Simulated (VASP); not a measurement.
**La4H: relaxation of cell and atoms with PBE**

The system is La4H.

```xyz
5
Lattice="-3.2836 3.2836 3.2836 3.2836 -3.2836 3.2836 3.2836 3.2836 -3.2836" Properties=species:S:1:pos:R:3 pbc="T T T"
La    1.6418    1.6418    1.6418
La    1.6418    1.6418   -1.6418
La    1.6418   -1.6418    1.6418
La   -1.6418    1.6418    1.6418
H     0.0000    0.0000    0.0000
```

```json
{"Program": "VASP 6.6.1", "Task": "relaxation of cell and atoms", "Functional": "PBE", "Potentials or basis": "VASP PAW PBE potentials, release 64 (La, H)", "Cutoff": "600 eV", "k mesh": "8 × 8 × 8", "Occupations": "gaussian, width 0.1 eV", "Spin": "no spin polarisation", "Dipole correction": "no", "Further INCAR settings": "ALGO = Normal; EDIFF = 1e-07; IBRION = 2; EDIFFG = -0.01; NSW = 100; ISIF = 3"}
```

* Relaxed volume: 28.56 Å³/atom
* Relaxed cell: a = 5.703 Å, b = 5.703 Å, c = 5.703 Å, α = 109.47°, β = 109.47°, γ = 109.47°
* Space group after relaxing (to 0.05 Å): Im-3m (No. 229)
* Energy gained by relaxing: 0.2 meV/atom
* Ionic steps: 3
* Pressure after relaxing: 0.0 GPa

Step by step:
```csv
step,energy change (eV),largest force (eV/Å),pressure (GPa),volume (Å³)
1,0.0000,0.0000,0.25,141.61
2,-0.0009,0.0000,0.06,142.50
3,-0.0009,0.0000,0.01,142.78
```

Final structure:
```xyz
5
Lattice="-3.2926 3.2926 3.2926 3.2926 -3.2926 3.2926 3.2926 3.2926 -3.2926" Properties=species:S:1:pos:R:3 pbc="T T T"
La    1.6463    1.6463    1.6463
La    1.6463    1.6463   -1.6463
La    1.6463   -1.6463    1.6463
La   -1.6463    1.6463    1.6463
H     0.0000    0.0000    0.0000
```

Levels at points of the mesh, in eV from the Fermi level:
| k point | band 18 | band 19 | band 20 | band 21 | band 22 | band 23 | band 24 | band 25 | band 26 | band 27 |
| --- | --- | --- | --- | --- | --- | --- | --- | --- | --- | --- |
| (0.00, 0.00, 0.00) | -2.73 | -2.56 | -2.56 | -1.21 | -1.21 | 0.57 | 0.57 | 0.57 | 1.43 | 1.43 |
| (0.50, 0.00, 0.00) | -1.10 | -1.09 | -1.05 | -0.28 | -0.26 | -0.05 | -0.05 | 0.76 | 0.96 | 1.22 |
| (0.50, 0.50, 0.50) | -1.33 | -1.33 | -1.33 | -0.70 | -0.70 | -0.70 | -0.34 | -0.34 | -0.34 | 0.93 |

Run time: 4.9 min on 1 thread of AMD EPYC 9R45 96-Core Processor (Zen 5) (shared host), peak memory 0.39 GiB.

Caveat: spin-orbit coupling is left out, which moves the levels of the heavy elements.
